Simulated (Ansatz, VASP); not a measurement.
**One calculation of Zr, two programs**

```
CELL_PARAMETERS angstrom
0.00000 2.28328 2.28328
2.28328 0.00000 2.28328
2.28328 2.28328 0.00000
ATOMIC_POSITIONS crystal
Zr 0.87500 0.87500 0.87500
Zr 0.12500 0.12500 0.12500
```

Change from the starting cell: volume scaled by 0.43, LAPW.

Alike in both runs: task single point; functional LDA; k mesh 12 × 12 × 12; occupations fermi-dirac, width 0.08 eV; no spin polarisation.

|  | VASP | Ansatz |
| --- | --- | --- |
| version | VASP 6.6.1 | Ansatz 0.2.0 |
| potentials or method | VASP PAW LDA potentials, release 64 (Zr_sv), cutoff 520 eV | all-electron LAPW, scalar-relativistic |

Ansatz gave:

- pressure (GPa): 289.2

Problem. Estimate VASP's values.

Solution. Pressure (GPa): 295.3.

LDA's correlation is that of Perdew and Zunger in VASP and of Perdew and Wang (1992) in Ansatz. Both programs put the cell under a high pressure, so it lies far from rest at this level. Ansatz ran all-electron here, and VASP with PAW potentials.

Noted on VASP's run: the cell as given lies far from equilibrium.
